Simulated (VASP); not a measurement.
# As (Pm-3m) in VASP: a series of runs

The runs below take As through single point, with LDA, HSE06.

Everything below comes from runs of VASP 6.6.1. Logs are shortened: lines on timing, memory, paths and dates and some standing lists are left out, and cuts for length are marked.

## (1) The cell of the first run

It takes space group Pm-3m (No. 221, cubic). Conventional cell: a = 2.739 Å, b = 2.739 Å, c = 2.739 Å, α = 90.00°, β = 90.00°, γ = 90.00°. As (site symmetry m-3m) has 6 As at 2.74 Å within 3.6 Å.

This isn't the form of As at room conditions, which is rhombohedral.

## (2) Single point, LDA

The input, INCAR:

```
ALGO = Normal
EDIFF = 1E-6
ENCUT = 510
GGA_COMPAT = F
ISIF = 2
ISMEAR = -1
LASPH = T
LCHARG = T
LELF = T
LREAL = F
LVHAR = T
LWAVE = F
NBANDS = 14
NELM = 120
PREC = Accurate
SIGMA = 0.05
```

The input, KPOINTS:

```
k-points
0
Gamma
  10 10 10
```

The input, POSCAR:

```
As
1.0
    2.7392605843      0.0000000000      0.0000000000
    0.0000000000      2.7392605843      0.0000000000
    0.0000000000      0.0000000000      2.7392605843
As
1
Direct
    0.5000000000      0.5000000000      0.5000000000
```

Potentials or basis: VASP PAW LDA potentials, release 64 (As_d).

On the command line:

```
> cat potpaw_LDA.64/As_d/POTCAR > POTCAR
> mpirun -np 1 vasp_std > vasp.out
```

OUTCAR:

```text
EDIFF = 1E-6
   ENCUT = 510
   ISIF = 2
   ISMEAR = -1
   LASPH = T
   LREAL = F
   NELM = 120
   PREC = Accurate

 ion  position               nearest neighbor table
   1  0.500  0.500  0.500-

  LATTYP: Found a simple cubic cell.
 ALAT       =     2.7392605843

  Lattice vectors:

 A1 = (   2.7392605843,   0.0000000000,   0.0000000000)
 A2 = (   0.0000000000,   2.7392605843,   0.0000000000)
 A3 = (   0.0000000000,   0.0000000000,   2.7392605843)

Analysis of symmetry for initial positions (statically):
=====================================================================
 Subroutine PRICEL returns:
 Original cell was already a primitive cell.

 Routine SETGRP: Setting up the symmetry group for a
 simple cubic supercell.

 Subroutine GETGRP returns: Found 48 space group operations
 (whereof 48 operations were pure point group operations)
 out of a pool of 48 trial point group operations.

The static configuration has the point symmetry O_h .

Analysis of symmetry for dynamics (positions and initial velocities):
=====================================================================
 Subroutine PRICEL returns:
 Original cell was already a primitive cell.

 Routine SETGRP: Setting up the symmetry group for a
 simple cubic supercell.

 Subroutine GETGRP returns: Found 48 space group operations
 (whereof 48 operations were pure point group operations)
 out of a pool of 48 trial point group operations.

The dynamic configuration has the point symmetry O_h .

 Subroutine INISYM returns: Found 48 space group operations
 (whereof 48 operations are pure point group operations),
 and found     1 'primitive' translations

----------------------------------------------------------------------------------------

                                     Primitive cell

  volume of cell :      20.5542

  direct lattice vectors                    reciprocal lattice vectors
     2.739260584  0.000000000  0.000000000     0.365062019  0.000000000  0.000000000
     0.000000000  2.739260584  0.000000000     0.000000000  0.365062019  0.000000000
     0.000000000  0.000000000  2.739260584     0.000000000  0.000000000  0.365062019

  length of vectors
     2.739260584  2.739260584  2.739260584     0.365062019  0.365062019  0.365062019

  position of ions in fractional coordinates (direct lattice)
     0.500000000  0.500000000  0.500000000

  ion indices of the primitive-cell ions
   primitive index   ion index
                 1           1

----------------------------------------------------------------------------------------

 KPOINTS: k-points

Automatic generation of k-mesh.
 Grid dimensions read from file:
 generate k-points for:   10   10   10

 Generating k-lattice:

  Cartesian coordinates                     Fractional coordinates (reciprocal lattice)
     0.036506202  0.000000000  0.000000000     0.100000000  0.000000000  0.000000000
     0.000000000  0.036506202  0.000000000     0.000000000  0.100000000  0.000000000
     0.000000000  0.000000000  0.036506202     0.000000000  0.000000000  0.100000000

  Length of vectors
     0.036506202  0.036506202  0.036506202

  Shift w.r.t. Gamma in fractional coordinates (k-lattice)
     0.000000000  0.000000000  0.000000000

 Subroutine IBZKPT returns following result:
 ===========================================

 Found     56 irreducible k-points:

 Following reciprocal coordinates:
            Coordinates               Weight
  0.000000  0.000000  0.000000      1.000000
  0.100000  0.000000  0.000000      6.000000
  0.200000  0.000000  0.000000      6.000000
  0.300000  0.000000  0.000000      6.000000
  0.400000  0.000000  0.000000      6.000000
  0.500000  0.000000  0.000000      3.000000
[... 16 lines left out ...]
  0.200000  0.100000  0.100000     24.000000
  0.300000  0.100000  0.100000     24.000000
 [... further k-points ...]
   k-points           NKPTS =     56   k-points in BZ     NKDIM =     56   number of bands    NBANDS=     14
   number of dos      NEDOS =    301   number of ions     NIONS =      1
   total plane-waves  NPLWV =   8000
   dimension x,y,z NGX =    20 NGY =   20 NGZ =   20
   dimension x,y,z NGXF=    40 NGYF=   40 NGZF=   40
   ions per type =               1
   NGX,Y,Z   is equivalent  to a cutoff of  12.14, 12.14, 12.14 a.u.
   NGXF,Y,Z  is equivalent  to a cutoff of  24.28, 24.28, 24.28 a.u.
 SYSTEM =  unknown system
   PREC   = accura    normal or accurate (medium, high low for compatibility)
   ISTART =      0    job   : 0-new  1-cont  2-samecut
   ICHARG =      2    charge: 1-file 2-atom 10-const
   ISPIN  =      1    spin polarized calculation?
   LNONCOLLINEAR =      F non collinear calculations
   LSORBIT =      F    spin-orbit coupling
   LASPH  =      T    aspherical Exc in radial PAW
   ENCUT  =  510.0 eV  37.48 Ry    6.12 a.u.   5.04  5.04  5.04*2*pi/ulx,y,z
   NELM   =    120;   NELMIN=  2; NELMDL= -5     # of ELM steps
   EDIFF  = 0.1E-05   stopping-criterion for ELM
   LREAL  =      F    real-space projection
   EDIFFG = 0.1E-04   stopping-criterion for IOM
   NSW    =      0    number of steps for IOM
   IBRION =     -1    ionic relax: 0-MD 1-quasi-New 2-CG
   NFREE  =      0    steps in history (QN), initial steepest desc. (CG)
   ISIF   =      2    stress and relaxation
   ISYM   =      2    0-nonsym 1-usesym 2-fastsym
   POTIM  = 0.5000    time-step for ionic-motion
   TEBEG  =    0.0;   TEEND  =   0.0 temperature during run
   PSTRESS=    0.0 pullay stress
   NELECT =      15.0000    total number of electrons
   NUPDOWN=      -1.0000    fix difference up-down
   EMIN   =  10.00;   EMAX   =-10.00  energy-range for DOS
   EFERMI =   0.00;   METHOD = LEGACY
   ISMEAR =    -1;   SIGMA  =   0.05  broadening in eV -4-tet -1-fermi 0-gaus
   EFERMI_NEDOS =   21; number of points for ismear=-14 and -15
   IALGO  =     38    algorithm
   IMIX   =      4    mixing-type and parameters
     AMIX     =   0.40;   BMIX     =  1.00
     AMIX_MAG =   1.60;   BMIX_MAG =  1.00
  volume/ion in A,a.u.               =      20.55       138.71
  Fermi-wavevector in a.u.,A,eV,Ry     =   1.473913  2.785292 29.557569  2.172420
  Thomas-Fermi vector in A             =   2.588748
   LORBIT       =      0    0 simple, 1 ext, 2 COOP (PROOUT), +10 PAW based schemes
   GGA     = CA    functional components
   LHFCALC =     F    Hartree Fock is set to
   AEXX    =    0.0000 exact exchange contribution
   IVDW    =     0    specifies the selected vdW correction
   LEPSILON=     F    determine dielectric tensor
   LRPA    =     F    only Hartree local field effects (RPA)
 non-spin polarized calculation
  energy-cutoff  :      510.00
  volume of cell :       20.55
 maximum number of plane-waves:       554
   NGX = 11   NGY = 11   NGZ = 11

 number of electron      14.9999988 magnetization

 Free energy of the ion-electron system (eV)
  ---------------------------------------------------
  ext. energy  EPLUGINS =         0.00000000
  ---------------------------------------------------
  free energy    TOTEN  =        -5.30428447 eV

  energy without entropy =       -5.30196879  energy(sigma->0) =       -5.30312663

 E-fermi :   3.6324     XC(G=0): -11.2923

 val. band max:        3.5900206661   @ k =   0.5000   0.3000   0.3000
 cond. band min:       3.6655134294   @ k =   0.2000   0.2000   0.0000
 fundamental gap:      0.0754927632
 Fermi energy:         3.6323759146

 k-point     1 :       0.0000    0.0000    0.0000
  band No.  band energies     occupation
      1     -32.3558      2.00000
      2     -32.3558      2.00000
      3     -32.2643      2.00000
      4     -32.2643      2.00000
      5     -32.2643      2.00000
      6     -10.9254      2.00000
      7       7.6625      0.00000
      8       7.6625      0.00000
      9       7.6625      0.00000
     10      12.3657      0.00000
     11      12.3657      0.00000
     12      13.7864      0.00000
     13      30.0003      0.00000
     14      30.0087      0.00000

 k-point     2 :       0.1000    0.0000    0.0000
  band No.  band energies     occupation
      1     -32.3555      2.00000
      2     -32.3481      2.00000
      3     -32.2665      2.00000
      4     -32.2665      2.00000
      5     -32.2641      2.00000
      6     -10.7490      2.00000
      7       5.7432      0.00000
      8       7.8152      0.00000
      9       7.8152      0.00000
     10      12.5308      0.00000
     11      13.3514      0.00000
     12      15.2264      0.00000
     13      26.6855      0.00000
     14      26.6855      0.00000

 k-point     3 :       0.2000    0.0000    0.0000
  band No.  band energies     occupation
      1     -32.3546      2.00000
      2     -32.3280      2.00000
      3     -32.2723      2.00000
      4     -32.2723      2.00000
      5     -32.2636      2.00000
      6     -10.2303      2.00000
      7       2.7971      2.00000
      8       8.2499      0.00000
      9       8.2499      0.00000
     10      13.0150      0.00000
     11      14.0261      0.00000
     12      18.8683      0.00000
     13      23.5938      0.00000
     14      23.5938      0.00000
[... 324 lines left out ...]
 k-point    23 :       0.2000    0.1000    0.1000
  band No.  band energies     occupation
      1     -32.3429      2.00000
      2     -32.3235      2.00000
      3     -32.2745      2.00000
      4     -32.2744      2.00000
      5     -32.2681      2.00000
      6      -9.8778      2.00000
      7       3.1191      1.99993
      8       6.3809      0.00000
      9       6.7134      0.00000
     10      15.5864      0.00000
     11      15.9308      0.00000
     12      18.7179      0.00000
     13      21.0691      0.00000
     14      22.1414      0.00000

 k-point    24 :       0.3000    0.1000    0.1000
  band No.  band energies     occupation
      1     -32.3419      2.00000
      2     -32.2984      2.00000
      3     -32.2818      2.00000
      4     -32.2816      2.00000
      5     -32.2675      2.00000
      6      -9.0647      2.00000
      7       0.4354      2.00000
      8       7.0419      0.00000
      9       7.4291      0.00000
     10      15.9353      0.00000
     11      16.2591      0.00000
     12      18.5289      0.00000
     13      19.0556      0.00000
     14      24.0195      0.00000

 [... further k-points ...]

------------------------ aborting loop because EDIFF is reached ----------------------------------------

  FORCE on cell =-STRESS in cart. coord.  units (eV):
  Direction    XX          YY          ZZ          XY          YZ          ZX
  --------------------------------------------------------------------------------------
  -------------------------------------------------------------------------------------
  Total       -0.7378721     -0.7378721     -0.7378721     -0.0000000      0.0000000     -0.0000000
  in kB      -57.5163923    -57.5163923    -57.5163923     -0.0000000      0.0000000     -0.0000000
  external PRESSURE =     -57.5163923 kB  Pullay stress =       0.0000000 kB

 VOLUME and BASIS-vectors are now :
 -----------------------------------------------------------------------------
  energy-cutoff  :      510.00
  volume of cell :       20.55
      direct lattice vectors                 reciprocal lattice vectors
     2.739260584  0.000000000  0.000000000     0.365062019  0.000000000  0.000000000
     0.000000000  2.739260584  0.000000000     0.000000000  0.365062019  0.000000000
     0.000000000  0.000000000  2.739260584     0.000000000  0.000000000  0.365062019

 POSITION                                       TOTAL-FORCE (eV/Angst)
 -----------------------------------------------------------------------------------
      1.36963      1.36963      1.36963         0.000000      0.000000      0.000000
 -----------------------------------------------------------------------------------
    total drift:                               -0.000000      0.000000      0.000000

  FREE ENERGIE OF THE ION-ELECTRON SYSTEM (eV)
  ---------------------------------------------------
  free  energy   TOTEN  =        -5.3042844725 eV

  energy  without entropy=       -5.3019687931  energy(sigma->0) =       -5.30312663
```

Run time: 11 s. Hardware: 1 thread of AMD EPYC 7R43 (Zen 3), shared host; peak memory 0.09 GiB.

What came out:

- Free energy: -5.3043 eV
- Pressure: -5.8 GPa
- Band gap on the k mesh: zero (an odd number of electrons rules out a gap without spin polarisation)

Caveat: the cell stands under tension; an odd number of electrons without spin polarisation forces a metal; a magnetic or distorted state may lie lower.

(Part 1 of 3 ends here.)

The gap in the log of VASP goes by the Fermi energy; the results here count the filled bands.